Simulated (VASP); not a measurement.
Here is a VASP 6.6.1 calculation.

INCAR

```
SYSTEM = BeCd2S3
ALGO = Normal
EDIFF = 1E-7
ENCUT = 520
GGA = PE
ISIF = 2
ISMEAR = 0
LASPH = .True.
LCHARG = .False.
LREAL = .False.
LWAVE = .False.
NBANDS = 56
NELM = 80
PREC = Accurate
SIGMA = 0.15
```

File KPOINTS:

```
k-points
0
Gamma
  2 2 2
  0 0 0
```

File POSCAR:

```
BeCd2S3
1.0
    5.9103676452     -3.4211770897      0.0000000000
    5.9103676452      3.4211770897      0.0000000000
    0.0000000000      0.0000000000      6.3460949301
Be Cd S
2 4 6
Direct
    0.1522731749      0.8477268251      0.5019258262
    0.8477268251      0.1522731749      1.0019258262
    0.8318413672      0.4866714041      0.5044138262
    0.1681586328      0.5133285959      0.0044138262
    0.5133285959      0.1681586328      0.5044138262
    0.4866714041      0.8318413672      0.0044138262
    0.4569838090      0.8353197132      0.4063658539
    0.1646802868      0.5430161910      0.4063658539
    0.8764505661      0.1235494339      0.3420148137
    0.8353197132      0.4569838090      0.9063658539
    0.5430161910      0.1646802868      0.9063658539
    0.1235494339      0.8764505661      0.8420148137
```

Potentials or basis: VASP PAW PBE potentials, release 64 (Be, Cd, S).

The run is started by

```console
$ cat potpaw_PBE.64/Be/POTCAR potpaw_PBE.64/Cd/POTCAR potpaw_PBE.64/S/POTCAR > POTCAR
$ mpirun -np 1 vasp_std > vasp.out
```

(1) Predict the pressure.

(2) Estimate the band gap on the k mesh.

Results:

(1) 0.2 GPa.

(2) 1.97 eV.

Caveat: the k points lie up to 0.53 Å⁻¹ apart.
